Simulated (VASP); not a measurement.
Here is a VASP 6.6.1 calculation.

Contents of INCAR:

```
SYSTEM = MnF2
ALGO = Normal ; EDIFF = 1E-6
ENCUT = 520 ; GGA = PS
ISIF = 2 ; ISMEAR = 0
ISPIN = 2 ; LASPH = .TRUE.
LCHARG = .FALSE. ; LDAU = .TRUE.
LDAUJ = 0 0 ; LDAUL = 2 -1
LDAUPRINT = 1 ; LDAUTYPE = 2
LDAUU = 6 0 ; LMAXMIX = 4
LORBIT = 11 ; LREAL = .FALSE.
LWAVE = .FALSE. ; MAGMOM = 4.66 -4.66 -0.02 0.02 -0.02 0.02
NBANDS = 40 ; NELM = 150
PREC = Accurate ; SIGMA = 0.05
```

File KPOINTS:

```
k-points
0
G
  5 5 7
  0 0 0
```

Contents of POSCAR:

```
MnF2
1.0
    4.8733996600      0.0000000000      0.0000000000
    0.0000000000      4.8733996600      0.0000000000
    0.0000000000      0.0000000000      3.3098997700
Mn F
2 4
Direct
    0.0000000000      0.0000000000      0.0000000000
    0.5000000000      0.5000000000      0.5000000000
    0.3050000000      0.3050000000      0.0000000000
    0.1950000000      0.8050000000      0.5000000000
    0.6950000000      0.6950000000      0.0000000000
    0.8050000000      0.1950000000      0.5000000000
```

Potentials or basis: VASP PAW PBE potentials, release 64 (Mn_pv, F).

Command:

```bash
$ cat potpaw_PBE.64/Mn_pv/POTCAR potpaw_PBE.64/F/POTCAR > POTCAR
$ mpirun -np 1 vasp_std > vasp.out
```

**Question.** Estimate the pressure.

**Answer.** 0.7 GPa.

**Question.** What does it give for the largest force?

**Answer.** 0.005 eV/Å.

Eigenvalues of the final occupation matrices:
```tsv
site	spin	trace	eigenvalues
site 1 d	1	4.83	0.95 0.95 0.95 0.99 0.99
site 1 d	2	0.14	0.01 0.01 0.01 0.05 0.06
site 2 d	1	0.14	0.01 0.01 0.01 0.05 0.06
site 2 d	2	4.83	0.95 0.95 0.95 0.99 0.99
```

Caveat: the PAW data sets were made with another functional, which shifts forces and pressure a little; an odd mesh through Γ misses points on the zone boundary, where band edges can lie. The state reached can hang on the start; a lower one may exist.
